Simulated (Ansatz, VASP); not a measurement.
# One calculation of HfC, two programs

INCAR

```
ALGO = Normal ; EDIFF = 1E-6
ENCUT = 600 ; GGA = PS
GGA_COMPAT = False ; ISIF = 2
ISMEAR = -1 ; LASPH = True
LCHARG = False ; LREAL = False
LWAVE = False ; NBANDS = 22
NELM = 120 ; PREC = Accurate
SIGMA = 0.1
```

The input KPOINTS:

```
k-points
0
Gamma
  8 8 5
```

POSCAR

```
HfC
1.0
    3.3428660000      0.0000000000      0.0000000000
   -1.6714330000      2.8950068774      0.0000000000
    0.0000000000      0.0000000000      5.2027140000
Hf C
2 2
Direct
    0.6666666667      0.3333333333      0.7500000000
    0.3333333333      0.6666666667      0.2500000000
    0.0000000000      0.0000000000      0.0000000000
    0.0000000000      0.0000000000      0.5000000000
```

Input for Ansatz:

```yaml
crystal:
  lattice:
    a: 3.342866
    b: 3.342866
    c: 5.202714
    alpha: 90.0
    beta: 90.0
    gamma: 120.0
  space_group: 194
  atoms:
    - { symbol: Hf, position: [0.6666666666666666, 0.3333333333333333, 0.75] }
    - { symbol: C, position: [0.0, 0.0, 0.0] }
basis:
  ecutwfc: 517.016338673772
kpoints:
  mp_grid:
    grid: [8, 8, 5]
hamiltonian:
  xc: pbesol
scf:
  occupations:
    method: fermi_dirac
    width: 0.1
output:
  forces: true
  stress: true
```

Alike in both runs: task single point; functional PBEsol; k mesh 8 × 8 × 5; occupations fermi-dirac, width 0.1 eV; no spin polarisation.

```csv
,VASP,Ansatz
version,VASP 6.6.1,Ansatz 0.2.0
potentials or method,"VASP PAW PBE potentials, release 64 (Hf_pv, C), cutoff 600 eV","plane waves, PAW"
valence electrons in the cell,28,60
```

```tsv
	VASP	Ansatz	Ansatz less VASP
pressure (GPa)	-7.9	-7.4	+0.56
traceless stress, the component that is largest in VASP (GPa)	2.11	2.07	-0.040
```

VASP's potentials were made for PBE, not for PBEsol. VASP's potentials hold 28 valence electrons a cell and Ansatz's 60, so a difference there can come from the potentials and not from the codes.

Spin-orbit coupling is off throughout.
